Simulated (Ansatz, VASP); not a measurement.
## One calculation of C, two programs

```xyz
2
Lattice="1.1252 0.6496 3.9868 -1.1252 0.6496 3.9868 0.0000 -1.2993 3.9868" Properties=species:S:1:pos:R:3 pbc="T T T"
C     0.0000    0.0000    1.9615
C     0.0000    0.0000    9.9988
```

Alike in both runs: task single point; functional PBE; dispersion D3(BJ); k mesh 15 × 15 × 15; occupations gaussian, width 0.05 eV; no spin polarisation.

```csv
,VASP,Ansatz
version,VASP 6.6.1,Ansatz 0.2.0
potentials or method,"VASP PAW PBE potentials, release 64 (C), cutoff 520 eV","scalar-relativistic, plane waves, PAW"
valence electrons in the cell,8,8
```

```tsv
	VASP	Ansatz	Ansatz less VASP
gap on the k mesh at the Fermi level (eV)	0.21	0.21	0.000
least direct gap on the mesh (eV)	0.21	0.21	0.000
rms of the force components (eV/Å)	0.484	0.482	-0.0015
```

Atom by atom the forces differ by 0.001 eV/Å (rms over components).
